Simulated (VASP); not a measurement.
# ZnF2 (P4_2/mnm) in VASP: a series of runs, part 2 of 2

VASP 6.6.1.

**3. Single point, r2SCAN**

POSCAR reads:

```
ZnF2
1.0
    4.7020689692      0.0000000000      0.0000000000
    0.0000000000      4.7020689692      0.0000000000
    0.0000000000      0.0000000000      3.1283949104
Zn F
2 4
Direct
    0.0000000000      0.0000000000      0.0000000000
    0.5000000000      0.5000000000      0.5000000000
    0.3032248209      0.3032248209      0.0000000000
    0.1967751791      0.8032248209      0.5000000000
    0.6967751791      0.6967751791      0.0000000000
    0.8032248209      0.1967751791      0.5000000000
```

INCAR.step1 reads:

```
SYSTEM = ZnF2
  PREC = Accurate
  ENCUT = 660
  ISMEAR = 0
  SIGMA = 0.02
  LREAL = .False.
  LASPH = .True.
  NELM = 120
  NBANDS = 35
  GGA = PE
  ALGO = Normal
  EDIFF = 1E-5
  LWAVE = .True.
  LCHARG = .False.
  GGA_COMPAT = .False.
```

INCAR.step2 reads:

```
SYSTEM = ZnF2
  PREC = Accurate
  ENCUT = 660
  EDIFF = 1E-6
  ISMEAR = 0
  SIGMA = 0.02
  LREAL = .False.
  LASPH = .True.
  NELM = 120
  ALGO = Normal
  ISIF = 2
  LWAVE = .False.
  LCHARG = .True.
  METAGGA = R2SCAN
  LMIXTAU = .True.
  LELF = .True.
  LVHAR = .True.
  NBANDS = 35
  ISTART = 1
  GGA_COMPAT = .False.
```

KPOINTS reads:

```
Automatic mesh
0
Gamma
  6 6 8
  0 0 0
```

Potentials or basis: VASP PAW PBE potentials, release 64 (Zn, F).

Started as:

```bash
cat potpaw_PBE.64/Zn/POTCAR potpaw_PBE.64/F/POTCAR > POTCAR
cp INCAR.step1 INCAR
mpirun -np 1 vasp_std > vasp.out
cp INCAR.step2 INCAR
mpirun -np 1 vasp_std > vasp.out
```

OUTCAR:

```text
SYSTEM = ZnF2
   PREC = Accurate
   ENCUT = 660
   EDIFF = 1E-6
   ISMEAR = 0
   LREAL = .False.
   LASPH = .True.
   NELM = 120
   ISIF = 2
   METAGGA = R2SCAN
   ISTART = 1

 ion  position               nearest neighbor table
   1  0.000  0.000  0.000-   3 2.02   5 2.02   4 2.04   6 2.04   4 2.04   6 2.04
   2  0.500  0.500  0.500-   4 2.02   6 2.02   5 2.04   3 2.04   3 2.04   5 2.04
   3  0.303  0.303  0.000-   1 2.02   2 2.04   2 2.04
   4  0.197  0.803  0.500-   2 2.02   1 2.04   1 2.04
   5  0.697  0.697  0.000-   1 2.02   2 2.04   2 2.04
   6  0.803  0.197  0.500-   2 2.02   1 2.04   1 2.04

  LATTYP: Found a simple tetragonal cell.
 ALAT       =     4.7020689692
 C/A-ratio  =     0.6653230590

  Lattice vectors:

 A1 = (   4.7020689692,   0.0000000000,   0.0000000000)
 A2 = (   0.0000000000,   4.7020689692,   0.0000000000)
 A3 = (   0.0000000000,   0.0000000000,   3.1283949104)

Analysis of symmetry for initial positions (statically):
=====================================================================
 Subroutine PRICEL returns:
[... 185 lines left out ...]
 cond. band min:       2.6083074407   @ k =   0.0000   0.0000   0.0000
 fundamental gap:      4.2184271521
 Fermi energy:        -1.4211617177

 k-point     1 :       0.0000    0.0000    0.0000
  band No.  band energies     occupation
      1     -24.7507      2.00000
      2     -24.0079      2.00000
      3     -24.0079      2.00000
      4     -23.9702      2.00000
      5      -7.9099      2.00000
      6      -7.0736      2.00000
[... 901 lines left out ...]
     34      13.4452      0.00000
     35      15.5981      0.00000

 [... further k-points ...]

------------------------ aborting loop because EDIFF is reached ----------------------------------------

  FORCE on cell =-STRESS in cart. coord.  units (eV):
  Direction    XX          YY          ZZ          XY          YZ          ZX
  --------------------------------------------------------------------------------------
  -------------------------------------------------------------------------------------
  Total        0.1133066      0.1133066      0.1903896      0.0000000      0.0000000      0.0000000
  in kB        2.6246197      2.6246197      4.4101587      0.0000000      0.0000000      0.0000000
  external PRESSURE =       3.2197994 kB  Pullay stress =       0.0000000 kB

 VOLUME and BASIS-vectors are now :
 -----------------------------------------------------------------------------
  energy-cutoff  :      660.00
  volume of cell :       69.17
      direct lattice vectors                 reciprocal lattice vectors
     4.702068969  0.000000000  0.000000000     0.212672338  0.000000000  0.000000000
     0.000000000  4.702068969  0.000000000     0.000000000  0.212672338  0.000000000
     0.000000000  0.000000000  3.128394910     0.000000000  0.000000000  0.319652738

 POSITION                                       TOTAL-FORCE (eV/Angst)
 -----------------------------------------------------------------------------------
      0.00000      0.00000      0.00000        -0.000000     -0.000000      0.000000
      2.35103      2.35103      1.56420        -0.000000     -0.000000      0.000000
      1.42578      1.42578      0.00000        -0.010994     -0.010994     -0.000000
      0.92525      3.77682      1.56420         0.010994     -0.010994     -0.000000
      3.27628      3.27628      0.00000         0.010994      0.010994      0.000000
      3.77682      0.92525      1.56420        -0.010994      0.010994      0.000000
 -----------------------------------------------------------------------------------
    total drift:                                0.000000     -0.000000     -0.000000

  FREE ENERGIE OF THE ION-ELECTRON SYSTEM (eV)
  ---------------------------------------------------
  free  energy   TOTEN  =       -45.6869536740 eV

  energy  without entropy=      -45.6869536740  energy(sigma->0) =      -45.68695367
```

OUTCAR.step1:

```text
SYSTEM = ZnF2
   PREC = Accurate
   ENCUT = 660
   ISMEAR = 0
   LREAL = .False.
   LASPH = .True.
   NELM = 120
[... 1151 lines left out ...]
      0.92525      3.77682      1.56420         0.030905     -0.030905     -0.000000
      3.27628      3.27628      0.00000         0.030905      0.030905      0.000000
      3.77682      0.92525      1.56420        -0.030905      0.030905      0.000000
 -----------------------------------------------------------------------------------
    total drift:                                0.000000     -0.000000     -0.000000

  FREE ENERGIE OF THE ION-ELECTRON SYSTEM (eV)
  ---------------------------------------------------
  free  energy   TOTEN  =       -23.1627186681 eV

  energy  without entropy=      -23.1627186681  energy(sigma->0) =      -23.16271867
```

OSZICAR.step1:

```text
N       E                     dE             d eps       ncg     rms          rms(c)
DAV:   1     0.667638244203E+03    0.66764E+03   -0.30974E+04  3559   0.239E+03
DAV:   2     0.582025292566E+02   -0.60944E+03   -0.56964E+03  3676   0.561E+02
DAV:   3    -0.235846394469E+02   -0.81787E+02   -0.80799E+02  3844   0.200E+02
DAV:   4    -0.258935630946E+02   -0.23089E+01   -0.23023E+01  4112   0.353E+01
DAV:   5    -0.259092526812E+02   -0.15690E-01   -0.15687E-01  3976   0.303E+00    0.142E+01
DAV:   6    -0.230938195132E+02    0.28154E+01   -0.59050E+00  5025   0.417E+01    0.858E+00
DAV:   7    -0.231932653951E+02   -0.99446E-01   -0.20021E+00  3659   0.954E+00    0.523E+00
DAV:   8    -0.232051435061E+02   -0.11878E-01   -0.42157E-01  5260   0.130E+01    0.154E+00
DAV:   9    -0.231602308726E+02    0.44913E-01   -0.15950E-01  5400   0.135E+01    0.337E-01
DAV:  10    -0.231629377108E+02   -0.27068E-02   -0.29412E-02  3785   0.156E+00    0.197E-01
DAV:  11    -0.231626640451E+02    0.27367E-03   -0.16661E-03  5176   0.519E-01    0.586E-02
DAV:  12    -0.231627100216E+02   -0.45977E-04   -0.23836E-04  4123   0.448E-01    0.252E-02
DAV:  13    -0.231627183189E+02   -0.82973E-05   -0.19957E-04  3867   0.106E-01    0.870E-03
DAV:  14    -0.231627186681E+02   -0.34914E-06   -0.78215E-06  1916   0.474E-02
   1 F= -.23162719E+02 E0= -.23162719E+02  d E =-.233602E-12
```

It took 5.5 min on 1 thread of AMD EPYC 9R45 (Zen 5), shared host; peak memory 0.27 GiB.

Results:

- Free energy: -45.6870 eV
- Pressure: 0.3 GPa
- Largest force: 0.016 eV/Å
- Band gap on the k mesh: 4.22 eV

Forces in eV/Å, atoms in the order of the input:
```
Zn   0.000  0.000  0.000
Zn   0.000  0.000  0.000
F   -0.011 -0.011  0.000
F    0.011 -0.011  0.000
F    0.011  0.011  0.000
F   -0.011  0.011  0.000
```

Stress tensor (GPa, compression positive):
```
0.26 0.00 0.00
0.00 0.26 0.00
0.00 0.00 0.44
```

Levels at points of the mesh, in eV from the valence-band top:
```csv
k point,band 22,band 23,band 24,band 25,band 26,band 27,band 28,band 29,band 30,band 31
"(0.00, 0.00, 0.00)",-1.67,-1.35,-0.37,-0.37,0.00,4.22,10.25,10.43,10.43,14.14
"(0.50, 0.00, 0.00)",-1.73,-0.67,-0.67,-0.46,-0.46,6.84,6.84,11.35,11.35,13.89
"(0.50, 0.50, 0.00)",-1.52,-1.37,-1.37,-0.39,-0.39,7.84,7.84,9.88,9.88,15.56
"(0.00, 0.00, 0.50)",-1.47,-1.28,-1.28,-1.25,-1.25,9.12,9.12,12.82,12.82,14.03
"(0.50, 0.00, 0.50)",-1.97,-1.43,-1.43,-0.07,-0.07,9.69,9.69,11.16,11.16,14.91
"(0.50, 0.50, 0.50)",-1.62,-1.25,-1.25,-0.81,-0.81,9.03,9.03,12.23,12.23,13.21
```

Caveat: the PAW data sets were made with another functional, which shifts forces and pressure a little.

**4. Single point, r2SCAN (11.87 Å³/atom)**

This run uses another cell than the first one, of 11.87 Å³/atom.

POSCAR reads:

```
ZnF2
1.0
    4.7631296177      0.0000000000      0.0000000000
    0.0000000000      4.7631296177      0.0000000000
    0.0000000000      0.0000000000      3.1401615052
Zn F
2 4
Direct
    0.0000000000      0.0000000000      0.0000000000
    0.5000000000      0.5000000000      0.5000000000
    0.3041040671      0.3041040671      0.0000000000
    0.1958959329      0.8041040671      0.5000000000
    0.6958959329      0.6958959329      0.0000000000
    0.8041040671      0.1958959329      0.5000000000
```

INCAR.step1 reads:

```
SYSTEM = ZnF2
PREC = Accurate
ENCUT = 660
ISMEAR = 0
SIGMA = 0.02
LREAL = .False.
LASPH = .True.
NELM = 120
NBANDS = 35
GGA = PE
ALGO = Normal
EDIFF = 1E-5
LWAVE = .True.
LCHARG = .False.
GGA_COMPAT = .False.
```

INCAR.step2 reads:

```
SYSTEM = ZnF2
PREC = Accurate
ENCUT = 660
EDIFF = 1E-6
ISMEAR = 0
SIGMA = 0.02
LREAL = .False.
LASPH = .True.
NELM = 120
ALGO = Normal
ISIF = 2
LWAVE = .False.
LCHARG = .False.
METAGGA = R2SCAN
LMIXTAU = .True.
NBANDS = 35
ISTART = 1
GGA_COMPAT = .False.
```

KPOINTS is that of step 3.

Potentials or basis: VASP PAW PBE potentials, release 64 (Zn, F).

Started as:

```bash
cat potpaw_PBE.64/Zn/POTCAR potpaw_PBE.64/F/POTCAR > POTCAR
cp INCAR.step1 INCAR
mpirun -np 1 vasp_std > vasp.out
cp INCAR.step2 INCAR
mpirun -np 1 vasp_std > vasp.out
```

OUTCAR:

```text
SYSTEM = ZnF2
   PREC = Accurate
   ENCUT = 660
   EDIFF = 1E-6
   ISMEAR = 0
   LREAL = .False.
   LASPH = .True.
   NELM = 120
   ISIF = 2
   METAGGA = R2SCAN
   ISTART = 1

 ion  position               nearest neighbor table
   1  0.000  0.000  0.000-   3 2.05   5 2.05   4 2.05   6 2.05   4 2.05   6 2.05
   2  0.500  0.500  0.500-   4 2.05   6 2.05   5 2.05   3 2.05   3 2.05   5 2.05
   3  0.304  0.304  0.000-   1 2.05   2 2.05   2 2.05
   4  0.196  0.804  0.500-   2 2.05   1 2.05   1 2.05
   5  0.696  0.696  0.000-   1 2.05   2 2.05   2 2.05
   6  0.804  0.196  0.500-   2 2.05   1 2.05   1 2.05

  LATTYP: Found a simple tetragonal cell.
 ALAT       =     4.7631296177
 C/A-ratio  =     0.6592643403

  Lattice vectors:

 A1 = (   4.7631296177,   0.0000000000,   0.0000000000)
 A2 = (   0.0000000000,   4.7631296177,   0.0000000000)
 A3 = (   0.0000000000,   0.0000000000,   3.1401615052)

Analysis of symmetry for initial positions (statically):
=====================================================================
 Subroutine PRICEL returns:
 Original cell was already a primitive cell.

 Routine SETGRP: Setting up the symmetry group for a
 simple tetragonal supercell.

 Subroutine GETGRP returns: Found 16 space group operations
 (whereof  8 operations were pure point group operations)
 out of a pool of 16 trial point group operations.

The static configuration has the point symmetry D_2h.
 The point group associated with its full space group is D_4h.

Analysis of symmetry for dynamics (positions and initial velocities):
=====================================================================
 Subroutine PRICEL returns:
 Original cell was already a primitive cell.

 Routine SETGRP: Setting up the symmetry group for a
 simple tetragonal supercell.

 Subroutine GETGRP returns: Found 16 space group operations
 (whereof  8 operations were pure point group operations)
 out of a pool of 16 trial point group operations.

The dynamic configuration has the point symmetry D_2h.
 The point group associated with its full space group is D_4h.

 Subroutine INISYM returns: Found 16 space group operations
 (whereof  8 operations are pure point group operations),
 and found     1 'primitive' translations

----------------------------------------------------------------------------------------

                                     Primitive cell

  volume of cell :      71.2421

  direct lattice vectors                    reciprocal lattice vectors
     4.763129618  0.000000000  0.000000000     0.209945998  0.000000000  0.000000000
     0.000000000  4.763129618  0.000000000     0.000000000  0.209945998  0.000000000
     0.000000000  0.000000000  3.140161505     0.000000000  0.000000000  0.318454958

  length of vectors
     4.763129618  4.763129618  3.140161505     0.209945998  0.209945998  0.318454958

  position of ions in fractional coordinates (direct lattice)
     0.000000000  0.000000000  0.000000000
     0.500000000  0.500000000  0.500000000
     0.304104067  0.304104067  0.000000000
     0.195895933  0.804104067  0.500000000
     0.695895933  0.695895933  0.000000000
     0.804104067  0.195895933  0.500000000

  ion indices of the primitive-cell ions
[... 36 lines left out ...]
  0.000000  0.000000  0.000000      1.000000
  0.166667  0.000000  0.000000      4.000000
  0.333333  0.000000  0.000000      4.000000
  0.500000  0.000000  0.000000      2.000000
  0.166667  0.166667  0.000000      4.000000
  0.333333  0.166667  0.000000      8.000000
[... 16 lines left out ...]
  0.333333  0.000000  0.250000      8.000000
  0.500000  0.000000  0.250000      4.000000
 [... further k-points ...]
   k-points           NKPTS =     50   k-points in BZ     NKDIM =     50   number of bands    NBANDS=     35
   number of dos      NEDOS =    301   number of ions     NIONS =      6
   total plane-waves  NPLWV =  44800
   dimension x,y,z NGX =    40 NGY =   40 NGZ =   28
   dimension x,y,z NGXF=    80 NGYF=   80 NGZF=   56
   ions per type =               2   4
   NGX,Y,Z   is equivalent  to a cutoff of  13.96, 13.96, 14.82 a.u.
   NGXF,Y,Z  is equivalent  to a cutoff of  27.92, 27.92, 29.65 a.u.
 SYSTEM =  ZnF2
   PREC   = accura    normal or accurate (medium, high low for compatibility)
   ISTART =      1    job   : 0-new  1-cont  2-samecut
   ICHARG =      0    charge: 1-file 2-atom 10-const
   ISPIN  =      1    spin polarized calculation?
   LNONCOLLINEAR =      F non collinear calculations
   LSORBIT =      F    spin-orbit coupling
   LASPH  =      T    aspherical Exc in radial PAW
   ENCUT  =  660.0 eV  48.51 Ry    6.96 a.u.   9.98  9.98  6.58*2*pi/ulx,y,z
   NELM   =    120;   NELMIN=  2; NELMDL=  0     # of ELM steps
   EDIFF  = 0.1E-05   stopping-criterion for ELM
   LREAL  =      F    real-space projection
   EDIFFG = 0.1E-04   stopping-criterion for IOM
   NSW    =      0    number of steps for IOM
   IBRION =     -1    ionic relax: 0-MD 1-quasi-New 2-CG
   NFREE  =      0    steps in history (QN), initial steepest desc. (CG)
   ISIF   =      2    stress and relaxation
   ISYM   =      2    0-nonsym 1-usesym 2-fastsym
   POTIM  = 0.5000    time-step for ionic-motion
   TEBEG  =    0.0;   TEEND  =   0.0 temperature during run
   PSTRESS=    0.0 pullay stress
   NELECT =      52.0000    total number of electrons
   NUPDOWN=      -1.0000    fix difference up-down
   EMIN   =  10.00;   EMAX   =-10.00  energy-range for DOS
   EFERMI =   0.00;   METHOD = LEGACY
   ISMEAR =     0;   SIGMA  =   0.02  broadening in eV -4-tet -1-fermi 0-gaus
   EFERMI_NEDOS =   21; number of points for ismear=-14 and -15
   IALGO  =     38    algorithm
   IMIX   =      4    mixing-type and parameters
     AMIX     =   0.40;   BMIX     =  1.00
     AMIX_MAG =   1.60;   BMIX_MAG =  1.00
  volume/ion in A,a.u.               =      11.87        80.13
  Fermi-wavevector in a.u.,A,eV,Ry     =   1.473998  2.785453 29.560988  2.172671
  Thomas-Fermi vector in A             =   2.588823
   LORBIT       =      0    0 simple, 1 ext, 2 COOP (PROOUT), +10 PAW based schemes
   METAGGA = R2SCAN    functional components
   LHFCALC =     F    Hartree Fock is set to
   AEXX    =    0.0000 exact exchange contribution
   IVDW    =     0    specifies the selected vdW correction
   LEPSILON=     F    determine dielectric tensor
   LRPA    =     F    only Hartree local field effects (RPA)
 non-spin polarized calculation
 Gauss-broadening in eV      SIGMA  =   0.02
  energy-cutoff  :      660.00
  volume of cell :       71.24
 maximum number of plane-waves:      2768
 NGX is ok and might be reduce to    40
   NGX = 19   NGY = 19   NGZ = 13

 number of electron      51.9999990 magnetization

 Free energy of the ion-electron system (eV)
  ---------------------------------------------------
  ext. energy  EPLUGINS =         0.00000000
  ---------------------------------------------------
  free energy    TOTEN  =       -45.67558435 eV

  energy without entropy =      -45.67558435  energy(sigma->0) =      -45.67558435

 E-fermi :  -1.8353     XC(G=0): -10.7968

 val. band max:       -1.9625189960   @ k =   0.0000   0.0000   0.0000
 cond. band min:       2.2498415182   @ k =   0.0000   0.0000   0.0000
 fundamental gap:      4.2123605142
 Fermi energy:        -1.8353398879

 k-point     1 :       0.0000    0.0000    0.0000
  band No.  band energies     occupation
      1     -24.8073      2.00000
      2     -24.1181      2.00000
      3     -24.1181      2.00000
      4     -24.0882      2.00000
      5      -7.9405      2.00000
      6      -7.1689      2.00000
[... 901 lines left out ...]
     34      13.0457      0.00000
     35      15.1479      0.00000

 [... further k-points ...]

------------------------ aborting loop because EDIFF is reached ----------------------------------------

  FORCE on cell =-STRESS in cart. coord.  units (eV):
  Direction    XX          YY          ZZ          XY          YZ          ZX
  --------------------------------------------------------------------------------------
  -------------------------------------------------------------------------------------
  Total       -1.3097835     -1.3097835     -1.2007301     -0.0000000      0.0000000      0.0000000
  in kB      -29.4559685    -29.4559685    -27.0034458     -0.0000000      0.0000000      0.0000000
  external PRESSURE =     -28.6384609 kB  Pullay stress =       0.0000000 kB

 VOLUME and BASIS-vectors are now :
 -----------------------------------------------------------------------------
  energy-cutoff  :      660.00
  volume of cell :       71.24
      direct lattice vectors                 reciprocal lattice vectors
     4.763129618  0.000000000  0.000000000     0.209945998  0.000000000  0.000000000
     0.000000000  4.763129618  0.000000000     0.000000000  0.209945998  0.000000000
     0.000000000  0.000000000  3.140161505     0.000000000  0.000000000  0.318454958

 POSITION                                       TOTAL-FORCE (eV/Angst)
 -----------------------------------------------------------------------------------
      0.00000      0.00000      0.00000        -0.000000      0.000000      0.000000
      2.38156      2.38156      1.57008        -0.000000      0.000000      0.000000
      1.44849      1.44849      0.00000        -0.013215     -0.013215      0.000000
      0.93308      3.83005      1.57008         0.013215     -0.013215      0.000000
      3.31464      3.31464      0.00000         0.013215      0.013215     -0.000000
      3.83005      0.93308      1.57008        -0.013215      0.013215      0.000000
 -----------------------------------------------------------------------------------
    total drift:                                0.000000     -0.000000     -0.000000

  FREE ENERGIE OF THE ION-ELECTRON SYSTEM (eV)
  ---------------------------------------------------
  free  energy   TOTEN  =       -45.6755843486 eV

  energy  without entropy=      -45.6755843486  energy(sigma->0) =      -45.67558435
```

It took 4.8 min on 1 thread of AMD EPYC 9R45 (Zen 5), shared host; peak memory 0.27 GiB.

What came out:

```yaml
Free_energy: -45.6756 eV
Pressure: -2.9 GPa
Largest_force: 0.019 eV/Å
Band_gap_on_the_k_mesh: 4.21 eV
```

Forces in eV/Å, atoms in the order of the input:
```
Zn   0.000  0.000  0.000
Zn   0.000  0.000  0.000
F   -0.013 -0.013  0.000
F    0.013 -0.013  0.000
F    0.013  0.013  0.000
F   -0.013  0.013  0.000
```

Stress tensor (GPa, compression positive):
```
-2.95  0.00  0.00
 0.00 -2.95  0.00
 0.00  0.00 -2.70
```

Caveat: the PAW data sets were made with another functional, which shifts forces and pressure a little. A k mesh can miss the band edges.
